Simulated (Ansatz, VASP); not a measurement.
Two plane-wave programs on Pd

```
Pd
1.0
     4.65317    0.00000    0.00000
    -2.32659    4.02976    0.00000
     0.00000    0.00000    2.76921
Pd
3
Cartesian
  0.0000 0.0000 2.7692
  0.0000 2.6865 1.3846
  2.3266 1.3433 1.3846
```

Alike in both runs: task single point; functional revPBE; k mesh 9 × 9 × 13; occupations fermi-dirac, width 0.1 eV; no spin polarisation.

|  | VASP | Ansatz |
| --- | --- | --- |
| version | VASP 6.6.1 | Ansatz 0.2.0 |
| potentials or method | VASP PAW PBE potentials, release 64 (Pd), cutoff 520 eV | plane waves (420 eV) with PAW, scalar-relativistic |
| valence electrons in the cell | 30 | 54 |

VASP gave:

| Property | Result |
| --- | --- |
| pressure (GPa) | -9.0 |
| traceless stress, the component that is largest in VASP (GPa) | 0.12 |

Question: What did Ansatz give for the same quantities?

Answer: Pressure (GPa): -8.8; traceless stress, the component that is largest in VASP (GPa): 0.08.

VASP's potentials were made for PBE, not for revPBE. The functional is the same, so the differences come from potentials, cutoffs and numerics. VASP's potentials hold 30 valence electrons a cell and Ansatz's 54, so a difference there can come from the potentials and not from the codes.
